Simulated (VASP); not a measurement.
Runs of VASP 6.6.1 on TePt (zincblende type). The structure is that of space group F-43m (No. 216), or close to it. The cells are those of the table. 

```tsv
cell	gap on the mesh (eV)	pressure (GPa)
a = 3.672 Å, angles 60.0°, 2 atoms	none	107.3
a = 3.844 Å, angles 60.0°, 2 atoms	none	(a)
a = 3.314 Å, angles 60.0°, 2 atoms	none	391.7
a = 4.176 Å, angles 60.0°, 2 atoms	none	0.1
```

Alike in all rows: task single point; level LDA; potentials or basis VASP PAW LDA potentials, release 64 (Pt, Te); no spin polarisation; k mesh 11 × 11 × 11; cutoff (eV) 520; smearing fermi-dirac 0.05 eV.

Task: Fill in the values left out.

Result: (a) 49.5.

Caveats: spin-orbit coupling is left out, which moves the levels of the heavy elements.

A k mesh can miss the band edges, and the runs leave out spin-orbit coupling on Pt, Te.

A gap of «none» marks levels without a gap at the run's occupations.
